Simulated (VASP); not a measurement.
# Li4NO (P4/mmm) in VASP: settings compared, part 2 of 2

VASP 6.6.1. Earlier steps stand in the parts before.

## 4. Single point, PBE

The input, INCAR:

```
SYSTEM = Li4NO
ALGO = Normal
EDIFF = 1E-6
ENCUT = 520
GGA = PE
ISIF = 2
ISMEAR = 1
LASPH = .True.
LCHARG = .True.
LELF = .True.
LREAL = .False.
LVHAR = .True.
LWAVE = .False.
NBANDS = 20
NELM = 100
PREC = Accurate
SIGMA = 0.05
```

The input, KPOINTS:

```
k-points
0
Gamma
  9 9 6
  0 0 0
```

The input, POSCAR:

```
Li4NO
1.0
    3.3128660000      0.0000000000      0.0000000000
    0.0000000000      3.3128660000      0.0000000000
    0.0000000000      0.0000000000      4.9365180000
O N Li
1 1 4
Direct
    0.5000000000      0.5000000000      0.5000000000
    0.0000000000      0.0000000000      0.0000000000
    0.5000000000      0.0000000000      0.2638480000
    0.0000000000      0.5000000000      0.7361520000
    0.5000000000      0.0000000000      0.7361520000
    0.0000000000      0.5000000000      0.2638480000
```

Potentials or basis: VASP PAW PBE potentials, release 64 (O, N, Li_sv).

On the command line:

```sh
$ cat potpaw_PBE.64/O/POTCAR potpaw_PBE.64/N/POTCAR potpaw_PBE.64/Li_sv/POTCAR > POTCAR
$ mpirun -np 1 vasp_std > vasp.out
```

OUTCAR:

```text
SYSTEM = Li4NO
   EDIFF = 1E-6
   ENCUT = 520
   GGA = PE
   ISIF = 2
   ISMEAR = 1
   LASPH = .True.
   LREAL = .False.
   NELM = 100
   PREC = Accurate

 ion  position               nearest neighbor table
   1  0.500  0.500  0.500-   3 2.03   4 2.03   5 2.03   6 2.03   3 2.03   5 2.03   4 2.03   6 2.03

   2  0.000  0.000  0.000-   3 2.11   4 2.11   5 2.11   6 2.11   4 2.11   6 2.11   3 2.11   5 2.11

   3  0.500  0.000  0.264-   1 2.03   1 2.03   2 2.11   2 2.11   5 2.33   6 2.34   6 2.34   6 2.34
                             6 2.34
   4  0.000  0.500  0.736-   1 2.03   1 2.03   2 2.11   2 2.11   6 2.33   5 2.34   5 2.34   5 2.34
                             5 2.34
   5  0.500  0.000  0.736-   1 2.03   1 2.03   2 2.11   2 2.11   3 2.33   4 2.34   4 2.34   4 2.34
                             4 2.34
   6  0.000  0.500  0.264-   1 2.03   1 2.03   2 2.11   2 2.11   4 2.33   3 2.34   3 2.34   3 2.34
                             3 2.34

  LATTYP: Found a simple tetragonal cell.
 ALAT       =     3.3128660000
 C/A-ratio  =     1.4901049424

  Lattice vectors:

[... 188 lines left out ...]

 val. band max:        1.5884137827   @ k =   0.1111   0.1111   0.1667
 cond. band min:       1.6064466792   @ k =   0.1111   0.1111   0.1667
 fundamental gap:      0.0180328965
 Fermi energy:         1.5930433796

 k-point     1 :       0.0000    0.0000    0.0000
  band No.  band energies     occupation
      1     -42.0926      2.00000
      2     -42.0111      2.00000
      3     -41.8906      2.00000
      4     -41.8322      2.00000
      5     -14.4549      2.00000
      6     -10.1927      2.00000
[... 541 lines left out ...]
     19      13.6794      0.00000
     20      14.0957      0.00000

 [... further k-points ...]

------------------------ aborting loop because EDIFF is reached ----------------------------------------

  FORCE on cell =-STRESS in cart. coord.  units (eV):
  Direction    XX          YY          ZZ          XY          YZ          ZX
  --------------------------------------------------------------------------------------
  -------------------------------------------------------------------------------------
  Total       -0.8163282     -0.8163282     -0.1728446      0.0000000     -0.0000000      0.0000000
  in kB      -24.1405374    -24.1405374     -5.1113787      0.0000000     -0.0000000      0.0000000
  external PRESSURE =     -17.7974845 kB  Pullay stress =       0.0000000 kB

 VOLUME and BASIS-vectors are now :
 -----------------------------------------------------------------------------
  energy-cutoff  :      520.00
  volume of cell :       54.18
      direct lattice vectors                 reciprocal lattice vectors
     3.312866000  0.000000000  0.000000000     0.301853440  0.000000000  0.000000000
     0.000000000  3.312866000  0.000000000     0.000000000  0.301853440  0.000000000
     0.000000000  0.000000000  4.936518000     0.000000000  0.000000000  0.202571934

 POSITION                                       TOTAL-FORCE (eV/Angst)
 -----------------------------------------------------------------------------------
      1.65643      1.65643      2.46826        -0.000000      0.000000      0.000000
      0.00000      0.00000      0.00000        -0.000000      0.000000      0.000000
      1.65643      0.00000      1.30249        -0.000000     -0.000000     -0.004615
      0.00000      1.65643      3.63403        -0.000000      0.000000      0.004615
      1.65643      0.00000      3.63403        -0.000000      0.000000      0.004615
      0.00000      1.65643      1.30249         0.000000      0.000000     -0.004615
 -----------------------------------------------------------------------------------
    total drift:                                0.000000      0.000000      0.000000

  FREE ENERGIE OF THE ION-ELECTRON SYSTEM (eV)
  ---------------------------------------------------
  free  energy   TOTEN  =       -26.5147246169 eV

  energy  without entropy=      -26.5146617007  energy(sigma->0) =      -26.51470364
```

OSZICAR:

```text
N       E                     dE             d eps       ncg     rms          rms(c)
DAV:   1     0.134594031580E+03    0.13459E+03   -0.10635E+04  2400   0.124E+03
DAV:   2    -0.106919077324E+02   -0.14529E+03   -0.14035E+03  2820   0.310E+02
DAV:   3    -0.286305781835E+02   -0.17939E+02   -0.17727E+02  4392   0.744E+01
DAV:   4    -0.292104786848E+02   -0.57990E+00   -0.57681E+00  3316   0.168E+01
DAV:   5    -0.292252800137E+02   -0.14801E-01   -0.14799E-01  3584   0.212E+00    0.910E+00
DAV:   6    -0.265297740058E+02    0.26955E+01   -0.79810E+00  2548   0.155E+01    0.347E+00
DAV:   7    -0.265224149565E+02    0.73590E-02   -0.84800E-01  3140   0.475E+00    0.211E+00
DAV:   8    -0.265091157425E+02    0.13299E-01   -0.97593E-02  3312   0.176E+00    0.958E-01
DAV:   9    -0.265144738458E+02   -0.53581E-02   -0.32512E-02  3044   0.136E+00    0.289E-01
DAV:  10    -0.265142250109E+02    0.24883E-03   -0.61052E-03  3324   0.445E-01    0.132E-01
DAV:  11    -0.265147287397E+02   -0.50373E-03   -0.97128E-04  2832   0.199E-01    0.323E-02
DAV:  12    -0.265147232178E+02    0.55219E-05   -0.95782E-05  3288   0.570E-02    0.998E-03
DAV:  13    -0.265147248293E+02   -0.16114E-05   -0.12825E-05  2932   0.210E-02    0.480E-03
DAV:  14    -0.265147246169E+02    0.21232E-06   -0.27593E-06  2596   0.860E-03
   1 F= -.26514725E+02 E0= -.26514704E+02  d E =-.629162E-04
```

stdout:

```text
POSCAR found type information on POSCAR O N Li
 POSCAR found :  3 types and       6 ions
 scaLAPACK will be used
 LDA part: xc-table for (Slater+PW92), standard interpolation
 POSCAR, INCAR and KPOINTS ok, starting setup
 FFT: planning ... GRIDC
 FFT: planning ... GRID_SOFT
 FFT: planning ... GRID
 WAVECAR not read
 entering main loop
```

Wall time 46 s (1 thread of Intel Xeon 8259CL, shared host); peak memory 0.21 GiB.

Results:

```yaml
Free_energy: -26.5147 eV
Largest_force: 0.005 eV/Å
Band_gap_on_the_k_mesh: zero (an odd number of electrons rules out a gap without spin polarisation)
```

Forces on the atoms (eV/Å):
```
O    0.000  0.000  0.000
N    0.000  0.000  0.000
Li   0.000  0.000 -0.005
Li   0.000  0.000  0.005
Li   0.000  0.000  0.005
Li   0.000  0.000 -0.005
```

Levels at points of the mesh, in eV from the Fermi level:
```
           k point  band 9  band 10  band 11  band 12  band 13  band 14
(0.00, 0.00, 0.00)   -1.71     0.02     0.27     0.27     4.06     5.17
(0.00, 0.00, 0.50)   -1.52    -0.81    -0.02    -0.02     5.08     5.92
```

Caveat: the cutoff is under 1.25 times the usual one of these potentials, so pressure, stress and relaxed cells hold a basis-set (Pulay) error.

## 5. Summary

| level | k mesh | smearing | gap on the mesh (eV) | largest force (eV/Å) |
| --- | --- | --- | --- | --- |
| PBE | 7 × 7 × 5 | methfessel-paxton 0.05 eV | none | 0.02 |
| PBEsol | 7 × 7 × 5 | fermi-dirac 0.05 eV | none | 0.02 |
| PBE | 9 × 9 × 6 | methfessel-paxton 0.05 eV | none | - |

Alike in all rows: task single point; potentials or basis VASP PAW PBE potentials, release 64 (O, N, Li_sv); no spin polarisation; cell as given; cutoff (eV) 520.

Caveats: the cutoff is under 1.25 times the usual one of these potentials, so pressure, stress and relaxed cells hold a basis-set (Pulay) error; the PAW data sets were made with another functional, which shifts forces and pressure a little (at least some runs).

Total energies depend on the potentials used, so only differences within one code and one set of settings carry meaning.

The gap in the log of VASP goes by the Fermi energy; the results here count the filled bands.